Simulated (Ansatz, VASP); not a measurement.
This is a calculation of InSb3 for Ansatz 0.2.0.

Contents of input.yaml:

```yaml
crystal:
  lattice:
    - [0.0, 3.794555, 3.794555]
    - [3.794555, 0.0, 3.794555]
    - [3.794555, 3.794555, 0.0]
  atoms:
    - { symbol: Sb, position: [0.5, 0.5, 0.5] }
    - { symbol: Sb, position: [0.75, 0.75, 0.75] }
    - { symbol: Sb, position: [0.25, 0.25, 0.25] }
    - { symbol: In, position: [0.0, 0.0, 0.0] }
hamiltonian:
  xc: { exchange: pbe, correlation: pbe, exx: { coeff: 0.5 } }
  pseudopotentials: { kind: paw }
kpoints:
  mp_grid: { grid: [4, 4, 4] }
scf:
  occupations: { method: fermi_dirac, width: 0.05 }
output:
  forces: true
  stress: true
  eigenvalues: true
```

Potentials or basis: Ansatz PAW.

Run with:

```console
$ ansatz run input.yaml --threads 2 --pin off --max-ram 5632MiB --backend cpu --events-out ev --progress --plain --runs-dir out
```

Task: Set up the same calculation for VASP 6.6.1. Potentials there: VASP PAW PBE potentials, release 64 (Sb, In_d).

Result: As run (the cutoff follows the program's own potentials):

File POSCAR:

```
InSb3
1.0
    0.0000000000      3.7945550000      3.7945550000
    3.7945550000      0.0000000000      3.7945550000
    3.7945550000      3.7945550000      0.0000000000
Sb In
3 1
Direct
    0.5000000000      0.5000000000      0.5000000000
    0.7500000000      0.7500000000      0.7500000000
    0.2500000000      0.2500000000      0.2500000000
    0.0000000000      0.0000000000      0.0000000000
```

File INCAR.step1:

```
ALGO = Normal ; EDIFF = 1E-5
ENCUT = 520 ; GGA = PE
ISIF = 2 ; ISMEAR = -1
LASPH = True ; LCHARG = False
LREAL = False ; LWAVE = True
NBANDS = 22 ; NELM = 100
PREC = Accurate ; SIGMA = 0.05
```

File INCAR.step2:

```
AEXX = 0.5 ; ALGO = Normal
EDIFF = 1E-7 ; ENCUT = 520
GGA = PE ; ISIF = 2
ISMEAR = -1 ; ISTART = 1
LASPH = True ; LCHARG = False
LHFCALC = True ; LREAL = False
LWAVE = False ; NBANDS = 22
NELM = 100 ; PREC = Accurate
PRECFOCK = Normal ; SIGMA = 0.05
```

The input KPOINTS:

```
k-points
0
Gamma
  4 4 4
```

Potentials or basis: VASP PAW PBE potentials, release 64 (Sb, In_d).

Run with:

```console
$ cat potpaw_PBE.64/Sb/POTCAR potpaw_PBE.64/In_d/POTCAR > POTCAR
$ cp INCAR.step1 INCAR
$ mpirun -np 1 vasp_std > vasp.out
$ cp INCAR.step2 INCAR
$ mpirun -np 1 vasp_std > vasp.out
```

Both were run:

|  | VASP | Ansatz | Ansatz less VASP |
| --- | --- | --- | --- |
| gap on the k mesh at the Fermi level (eV) | none | none | - |
| pressure (GPa) | -8.6 | -6.0 | +2.67 |

VASP's potentials were made for PBE, not for PBE-based global hybrid. A gap of «none» marks a metal or a gap that the smearing closes. With one functional, cell and mesh, what is left measures potentials, basis and numerics. VASP's potentials hold 28 valence electrons a cell and Ansatz's 58, so a difference there can come from the potentials and not from the codes.

Spin-orbit coupling is off throughout.
